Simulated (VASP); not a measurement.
Wanted: the native input for a VASP 6.6.1 run.

| Quantity | Value |
| --- | --- |
| Task | single point |
| Functional | LDA |
| Potentials or basis | VASP PAW LDA potentials, release 64 (Ga_d, P) |
| Cutoff | 520 eV |
| k mesh | 12 × 12 × 12 |
| Occupations | gaussian, width 0.05 eV |
| Spin | no spin polarisation |
| Dipole correction | no |
| Further INCAR settings | ALGO = Normal; EDIFF = 1e-07; NBANDS = 26 |

The structure of GaP lies in POSCAR:

```
GaP
1.0
    1.8284472848      1.0556545321      7.2619487991
   -1.8284472848      1.0556545321      7.2619487991
    0.0000000000     -2.1113090642      7.2619487991
Ga P
2 2
Direct
    0.4353720000      0.4353720000      0.4353720000
    0.5646280000      0.5646280000      0.5646280000
    0.0573890000      0.0573890000      0.0573890000
    0.9426110000      0.9426110000      0.9426110000
```

This cell differs from its parent crystal: ratio of the length along z to the lengths across it x 1.2, volume and fractional coordinates fixed.

The input as run:

INCAR

```
PREC = Accurate
ENCUT = 520
EDIFF = 1E-7
ISMEAR = 0
SIGMA = 0.05
LREAL = F
LASPH = T
NELM = 60
ALGO = Normal
ISIF = 2
LWAVE = F
LCHARG = F
GGA = CA
NBANDS = 26
```

KPOINTS

```
regular mesh
0
Gamma
  12 12 12
```

Potentials or basis: VASP PAW LDA potentials, release 64 (Ga_d, P).

Run with:

```sh
$ cat potpaw_LDA.64/Ga_d/POTCAR potpaw_LDA.64/P/POTCAR > POTCAR
$ mpirun -np 1 vasp_std > vasp.out
```

It gave:

The pressure is -2.4 GPa. The largest force is 0.667 eV/Å and the band gap on the k mesh is zero (bands 18 and 19 overlap by 0.51 eV).

Caveat: the stress differs along the axes, from -18 to 5 GPa; semilocal functionals underestimate gaps, and a narrow one can read as zero.

It took 26 min on 1 thread of Intel(R) Xeon(R) Platinum 8488C (Sapphire Rapids) (shared host), peak memory 0.57 GiB.
